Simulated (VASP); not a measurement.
# Si (Fd-3m) in VASP: notebook

Si is run at these levels: LDA; tasks: vibrations by perturbation theory.

All numbers are computed with VASP 6.6.1; they aren't measurements. Logs are shortened: lines on timing, memory, paths and dates and some standing lists are left out, and cuts for length are marked.

### 1 The cell of the first run

Symmetry: Fd-3m, No. 227, cubic system. The conventional cell has a = 5.375 Å, b = 5.375 Å, c = 5.375 Å, α = 90.00°, β = 90.00°, γ = 90.00°. Si (site symmetry -43m) has 4 Si at 2.33 Å within 3.1 Å.

### 2 Vibrations by perturbation theory, LDA

Input file INCAR:

```
PREC = Accurate
ENCUT = 520
EDIFF = 1E-8
ISMEAR = 0
SIGMA = 0.01
LREAL = False
LASPH = True
NELM = 100
ALGO = Normal
ISIF = 2
LWAVE = False
LCHARG = False
GGA = CA
NBANDS = 11
IBRION = 8
NSW = 1
LEPSILON = True
```

Input file KPOINTS:

```
Automatic mesh
0
Gamma
  10 10 10
```

Input file POSCAR:

```
Si
1.0
    0.0000000000      2.6874686367      2.6874686367
    2.6874686367      0.0000000000      2.6874686367
    2.6874686367      2.6874686367      0.0000000000
Si
2
Direct
    0.0000000000      0.0000000000      0.0000000000
    0.2500000000      0.2500000000      0.2500000000
```

Potentials or basis: VASP PAW LDA potentials, release 64 (Si).

Command:

```
cat potpaw_LDA.64/Si/POTCAR > POTCAR
mpirun -np 1 vasp_std > vasp.out
```

OUTCAR:

```text
PREC = Accurate
   ENCUT = 520
   EDIFF = 1E-8
   ISMEAR = 0
   LREAL = False
   LASPH = True
   NELM = 100
   ISIF = 2
   GGA = CA
   IBRION = 8
   NSW = 1
   LEPSILON = True

 ion  position               nearest neighbor table
   1  0.000  0.000  0.000-   2 2.33   2 2.33   2 2.33   2 2.33
   2  0.250  0.250  0.250-   1 2.33   1 2.33   1 2.33   1 2.33

  LATTYP: Found a face centered cubic cell.
 ALAT       =     5.3749372734

  Lattice vectors:

 A1 = (   0.0000000000,   2.6874686367,   2.6874686367)
 A2 = (   2.6874686367,   0.0000000000,   2.6874686367)
 A3 = (   2.6874686367,   2.6874686367,   0.0000000000)

Analysis of symmetry for initial positions (statically):
=====================================================================
 Subroutine PRICEL returns:
 Original cell was already a primitive cell.

 Routine SETGRP: Setting up the symmetry group for a
 face centered cubic supercell.

 Subroutine GETGRP returns: Found 48 space group operations
 (whereof 24 operations were pure point group operations)
 out of a pool of 48 trial point group operations.

The static configuration has the point symmetry T_d .
 The point group associated with its full space group is O_h .

Analysis of symmetry for dynamics (positions and initial velocities):
=====================================================================
 Subroutine PRICEL returns:
 Original cell was already a primitive cell.

 Routine SETGRP: Setting up the symmetry group for a
 face centered cubic supercell.

 Subroutine GETGRP returns: Found 48 space group operations
 (whereof 24 operations were pure point group operations)
 out of a pool of 48 trial point group operations.

The dynamic configuration has the point symmetry T_d .
 The point group associated with its full space group is O_h .

 Subroutine INISYM returns: Found 48 space group operations
 (whereof 24 operations are pure point group operations),
 and found     1 'primitive' translations

----------------------------------------------------------------------------------------

                                     Primitive cell

  volume of cell :      38.8204

  direct lattice vectors                    reciprocal lattice vectors
     0.000000000  2.687468637  2.687468637    -0.186048683  0.186048683  0.186048683
     2.687468637  0.000000000  2.687468637     0.186048683 -0.186048683  0.186048683
     2.687468637  2.687468637  0.000000000     0.186048683  0.186048683 -0.186048683

  length of vectors
     3.800654594  3.800654594  3.800654594     0.322245771  0.322245771  0.322245771

  position of ions in fractional coordinates (direct lattice)
     0.000000000  0.000000000  0.000000000
     0.250000000  0.250000000  0.250000000

  ion indices of the primitive-cell ions
   primitive index   ion index
                 1           1
                 2           2

----------------------------------------------------------------------------------------

 KPOINTS: Automatic mesh

Automatic generation of k-mesh.
 Grid dimensions read from file:
 generate k-points for:   10   10   10

[... 489 lines left out ...]
  ---------------------------------------------------
  free energy    TOTEN  =        -1.43755110 eV

  energy without entropy =       -1.43755110

------------------------ aborting loop because EDIFF is reached ----------------------------------------

--------------------------------------- Ionic step        2  -------------------------------------------

------------------------ aborting loop because EDIFF is reached ----------------------------------------

--------------------------------------- Ionic step        3  -------------------------------------------

------------------------ aborting loop because EDIFF is reached ----------------------------------------

 PIEZOELECTRIC TENSOR FIELD DIRECTION 3  (e Angst)
 -----------------------------------------------------------------------------
     0.00193  0.00000  0.00000           (  0.00001  0.00000  0.00000)
     0.00000  0.00193  0.00000           (  0.00000  0.00001  0.00000)
     0.00000  0.00000 -0.00819           (  0.00000  0.00000  0.00000)

 PIEZOELECTRIC TENSOR FIELD DIRECTION 3  (C/m^2)
 -----------------------------------------------------------------------------
     0.00079  0.00000  0.00000
     0.00000  0.00079  0.00000
     0.00000  0.00000 -0.00338

--------------------------------------- Ionic step        4  -------------------------------------------

 Free energy of the ion-electron system (eV)
  ---------------------------------------------------
  ---------------------------------------------------
  free energy    TOTEN  =        -0.01777928 eV

  energy without entropy =       -0.01777928

------------------------ aborting loop because EDIFF is reached ----------------------------------------

 INTERNAL STRAIN TENSOR  FOR ION    1  DIRECTION 1   (eV/Angst):
 -----------------------------------------------------------------------------
    -0.00919  0.00000  0.00000
     0.00000  0.00548 10.32450
     0.00000 10.32450  0.00548

 MACROSCOPIC STATIC DIELECTRIC TENSOR (including local field effects in DFT)
 ------------------------------------------------------
          13.663649     0.000000     0.000000
           0.000000    13.663649     0.000000
          -0.000000     0.000000    13.663649
 ------------------------------------------------------

 PIEZOELECTRIC TENSOR (including local field effects)  for field in x, y, z        (e  Angst)
          XX          YY          ZZ          XY          YZ          ZX
  --------------------------------------------------------------------------------
  x    -0.00000     0.00000     0.00000     0.00000     0.00000     0.00000
  y    -0.00000     0.00000     0.00000     0.00000     0.00000     0.00000
  z     0.00000     0.00000     0.00000     0.00000     0.00000     0.00000

 PIEZOELECTRIC TENSOR (including local field effects)  for field in x, y, z        (C/m^2)
          XX          YY          ZZ          XY          YZ          ZX
  --------------------------------------------------------------------------------
  x    -0.00000     0.00000     0.00000     0.00000     0.00000     0.00000
  y    -0.00000     0.00000     0.00000     0.00000     0.00000     0.00000
  z     0.00000     0.00000     0.00000     0.00000     0.00000     0.00000

 BORN EFFECTIVE CHARGES (including local field effects) (in |e|, cummulative output)
 ---------------------------------------------------------------------------------
 ion    1
    1     0.00000     0.00000    -0.00000
    2     0.00000     0.00000     0.00000
    3    -0.00000    -0.00000     0.00000
 ion    2
    1    -0.00000    -0.00000     0.00000
    2     0.00000    -0.00000    -0.00000
    3     0.00000     0.00000    -0.00000

 INTERNAL STRAIN TENSOR FOR ION    2 for displacements in x,y,z  (eV/Angst):
          X           Y           Z          XY          YZ          ZX
  --------------------------------------------------------------------------------
  x     0.00000    -0.00000    -0.00000     0.00000   -10.32450     0.00000
  y     0.00000     0.00000     0.00000     0.00000     0.00000   -10.32450
  z    -0.00000    -0.00000     0.00000   -10.32450     0.00000     0.00000

 SECOND DERIVATIVES (NOT SYMMETRIZED)
 ------------------------------------
               1X          1Y          1Z          2X          2Y          2Z
  1X   -14.011870    0.000000    0.000000   14.011870    0.000000    0.000000
  1Y     0.000000  -14.011870    0.000000    0.000000   14.011870    0.000000
  1Z     0.000000    0.000000  -14.011870    0.000000    0.000000   14.011870
  2X    14.011870    0.000000    0.000000  -14.011870    0.000000    0.000000
  2Y     0.000000   14.011870    0.000000    0.000000  -14.011870    0.000000
  2Z     0.000000    0.000000   14.011870    0.000000    0.000000  -14.011870

 Eigenvectors and eigenvalues of the dynamical matrix
 ----------------------------------------------------

   1 f  =   15.616243 THz    98.119750 2PiTHz  520.901804 cm-1    64.583564 meV
             X         Y         Z           dx          dy          dz
      0.000000  0.000000  0.000000     0.707107    0.000000    0.000000
      1.343734  1.343734  1.343734    -0.707107    0.000000    0.000000
[... 11 lines left out ...]
   4 f  =    0.000000 THz     0.000000 2PiTHz    0.000000 cm-1     0.000000 meV
             X         Y         Z           dx          dy          dz
      0.000000  0.000000  0.000000     0.707107    0.000000    0.000000
      1.343734  1.343734  1.343734     0.707107    0.000000    0.000000

   5 f/i=    0.000000 THz     0.000001 2PiTHz    0.000003 cm-1     0.000000 meV
             X         Y         Z           dx          dy          dz
      0.000000  0.000000  0.000000     0.000000   -0.653355    0.270420
      1.343734  1.343734  1.343734     0.000000   -0.653355    0.270420

   6 f/i=    0.000000 THz     0.000001 2PiTHz    0.000007 cm-1     0.000001 meV
             X         Y         Z           dx          dy          dz
      0.000000  0.000000  0.000000     0.000000    0.270420    0.653355
      1.343734  1.343734  1.343734     0.000000    0.270420    0.653355

--------------------------------------------------------------------------------------------------------

 MACROSCOPIC STATIC DIELECTRIC TENSOR IONIC CONTRIBUTION
 ------------------------------------------------------
           0.000000     0.000000    -0.000000
           0.000000     0.000000     0.000000
          -0.000000     0.000000     0.000000
 ------------------------------------------------------

 ELASTIC MODULI CONTR FROM IONIC RELAXATION (kBar)
 Direction    XX          YY          ZZ          XY          YZ          ZX
 --------------------------------------------------------------------------------
 XX          -0.0000      0.0000      0.0000     -0.0000      0.0000      0.0000
 YY           0.0000     -0.0000     -0.0000     -0.0000     -0.0000      0.0000
 ZZ           0.0000     -0.0000     -0.0000      0.0000     -0.0000      0.0000
 XY          -0.0000     -0.0000      0.0000   -313.9732      0.0000      0.0000
 YZ           0.0000     -0.0000     -0.0000      0.0000   -313.9732      0.0000
 ZX           0.0000      0.0000      0.0000      0.0000      0.0000   -313.9732
 --------------------------------------------------------------------------------

 PIEZOELECTRIC TENSOR IONIC CONTR  for field in x, y, z        (C/m^2)
          XX          YY          ZZ          XY          YZ          ZX
  --------------------------------------------------------------------------------
  x    -0.00000     0.00000     0.00000    -0.00000     0.00000     0.00000
  y    -0.00000    -0.00000    -0.00000     0.00000     0.00000     0.00000
  z     0.00000     0.00000    -0.00000     0.00000    -0.00000    -0.00000
```

Wall time 3.2 min (1 thread of Intel Xeon 6975P-C, shared host); peak memory 0.27 GiB.

What came out:

- Electronic dielectric tensor (diagonal): 13.66
- Born charges (mean of the diagonal): Si +0.00 e
- Highest phonon frequency at Γ: 521 cm⁻¹

Phonon frequencies in cm⁻¹ (negative: imaginary):
| q point | frequencies |
| --- | --- |
| (0.000, 0.000, 0.000) | 0 0 0 521 521 521 |

Electronic dielectric tensor:
```
13.66  0.00  0.00
 0.00 13.66  0.00
 0.00  0.00 13.66
```

Born effective charge tensors (e):
atom 1, Si
```
0.00 0.00 0.00
0.00 0.00 0.00
0.00 0.00 0.00
```
atom 2, Si
```
0.00 0.00 0.00
0.00 0.00 0.00
0.00 0.00 0.00
```

Caveat: the cell wasn't relaxed at this level first, which shifts response properties.

### 3 Vibrations by perturbation theory, LDA

This run uses another cell than the first one, of 19.70 Å³/atom, 1.015 times its volume.

INCAR, as its differences from that of step 2:

```diff
@@ -7,3 +7,3 @@
 LASPH = True
-NELM = 100
+NELM = 80
 ALGO = Normal
```

KPOINTS is that of step 2.

Input file POSCAR:

```
Si
1.0
    0.0000000000      2.7009735042      2.7009735042
    2.7009735042      0.0000000000      2.7009735042
    2.7009735042      2.7009735042      0.0000000000
Si
2
Direct
    0.0000000000      0.0000000000      0.0000000000
    0.2500000000      0.2500000000      0.2500000000
```

Potentials or basis: VASP PAW LDA potentials, release 64 (Si).

Command:

```
cat potpaw_LDA.64/Si/POTCAR > POTCAR
mpirun -np 1 vasp_std > vasp.out
```

OUTCAR:

```text
PREC = Accurate
   ENCUT = 520
   EDIFF = 1E-8
   ISMEAR = 0
   LREAL = False
   LASPH = True
   NELM = 80
   ISIF = 2
   GGA = CA
   IBRION = 8
   NSW = 1
   LEPSILON = True

 ion  position               nearest neighbor table
   1  0.000  0.000  0.000-   2 2.34   2 2.34   2 2.34   2 2.34
   2  0.250  0.250  0.250-   1 2.34   1 2.34   1 2.34   1 2.34

  LATTYP: Found a face centered cubic cell.
 ALAT       =     5.4019470084

  Lattice vectors:

 A1 = (   0.0000000000,   2.7009735042,   2.7009735042)
 A2 = (   2.7009735042,   0.0000000000,   2.7009735042)
 A3 = (   2.7009735042,   2.7009735042,   0.0000000000)

Analysis of symmetry for initial positions (statically):
=====================================================================
 Subroutine PRICEL returns:
 Original cell was already a primitive cell.

 Routine SETGRP: Setting up the symmetry group for a
 face centered cubic supercell.
[... 638 lines left out ...]
  2Z     0.000000    0.000000   13.599320    0.000000    0.000000  -13.599320

 Eigenvectors and eigenvalues of the dynamical matrix
 ----------------------------------------------------

   1 f  =   15.384632 THz    96.664494 2PiTHz  513.176087 cm-1    63.625697 meV
             X         Y         Z           dx          dy          dz
      0.000000  0.000000  0.000000     0.000000    0.086343    0.701815
      1.350487  1.350487  1.350487     0.000000   -0.086343   -0.701815
[... 11 lines left out ...]
   4 f  =    0.000000 THz     0.000000 2PiTHz    0.000000 cm-1     0.000000 meV
             X         Y         Z           dx          dy          dz
      0.000000  0.000000  0.000000     0.707107    0.000000    0.000000
      1.350487  1.350487  1.350487     0.707107    0.000000    0.000000

   5 f/i=    0.000000 THz     0.000001 2PiTHz    0.000003 cm-1     0.000000 meV
             X         Y         Z           dx          dy          dz
      0.000000  0.000000  0.000000     0.000000   -0.654352    0.267998
      1.350487  1.350487  1.350487     0.000000   -0.654352    0.267998

   6 f/i=    0.000000 THz     0.000001 2PiTHz    0.000007 cm-1     0.000001 meV
             X         Y         Z           dx          dy          dz
      0.000000  0.000000  0.000000     0.000000    0.267998    0.654352
      1.350487  1.350487  1.350487     0.000000    0.267998    0.654352

--------------------------------------------------------------------------------------------------------

 MACROSCOPIC STATIC DIELECTRIC TENSOR IONIC CONTRIBUTION
 ------------------------------------------------------
           0.000000     0.000000     0.000000
           0.000000     0.000000    -0.000000
           0.000000    -0.000000     0.000000
 ------------------------------------------------------

 ELASTIC MODULI CONTR FROM IONIC RELAXATION (kBar)
 Direction    XX          YY          ZZ          XY          YZ          ZX
 --------------------------------------------------------------------------------
 XX          -0.0000      0.0000      0.0000      0.0000     -0.0000     -0.0000
 YY           0.0000     -0.0000     -0.0000      0.0000      0.0000     -0.0000
 ZZ           0.0000     -0.0000     -0.0000     -0.0000      0.0000     -0.0000
 XY           0.0000      0.0000     -0.0000   -278.3659      0.0000      0.0000
 YZ          -0.0000      0.0000      0.0000      0.0000   -278.3659      0.0000
 ZX          -0.0000     -0.0000     -0.0000      0.0000      0.0000   -278.3659
 --------------------------------------------------------------------------------

 PIEZOELECTRIC TENSOR IONIC CONTR  for field in x, y, z        (C/m^2)
          XX          YY          ZZ          XY          YZ          ZX
  --------------------------------------------------------------------------------
  x     0.00000    -0.00000    -0.00000     0.00000     0.00000    -0.00000
  y    -0.00000    -0.00000    -0.00000     0.00000     0.00000    -0.00000
  z    -0.00000    -0.00000     0.00000     0.00000    -0.00000     0.00000
```

OSZICAR:

```text
N       E                     dE             d eps       ncg     rms          rms(c)
DAV:   1     0.516143344029E+01    0.51614E+01   -0.32540E+03  1034   0.563E+02
DAV:   2    -0.115848476063E+02   -0.16746E+02   -0.15798E+02  1278   0.823E+01
DAV:   3    -0.121859609354E+02   -0.60111E+00   -0.59906E+00  1355   0.134E+01
DAV:   4    -0.121907870577E+02   -0.48261E-02   -0.48257E-02  1213   0.149E+00
[... 137 lines left out ...]
RMM:   7    -0.177251728608E-01    0.57608E-06   -0.13634E-07  6448   0.291E-04    0.483E-05
RMM:   8    -0.177253574094E-01   -0.18455E-06   -0.52185E-08  6641   0.526E-05    0.226E-05
RMM:   9    -0.177253087922E-01    0.48617E-07    0.49734E-08  6697   0.213E-05    0.461E-06
RMM:  10    -0.177253176436E-01   -0.88514E-08    0.20246E-08  6728   0.112E-05    0.324E-06
 Linear response finished
```

It took 3 min on 1 thread of Intel Xeon 6975P-C, shared host; peak memory 0.27 GiB.

What came out:

- Electronic dielectric tensor (diagonal): 13.72
- Born charges (mean of the diagonal): Si +0.00 e
- Highest phonon frequency at Γ: 513 cm⁻¹

Phonon frequencies in cm⁻¹ (negative: imaginary):
```csv
q point,frequencies
"(0.000, 0.000, 0.000)",0 0 0 513 513 513
```

Electronic dielectric tensor:
```
13.72  0.00  0.00
 0.00 13.72  0.00
 0.00  0.00 13.72
```

Born effective charge tensors (e):
atom 1, Si
```
0.00 0.00 0.00
0.00 0.00 0.00
0.00 0.00 0.00
```
atom 2, Si
```
0.00 0.00 0.00
0.00 0.00 0.00
0.00 0.00 0.00
```
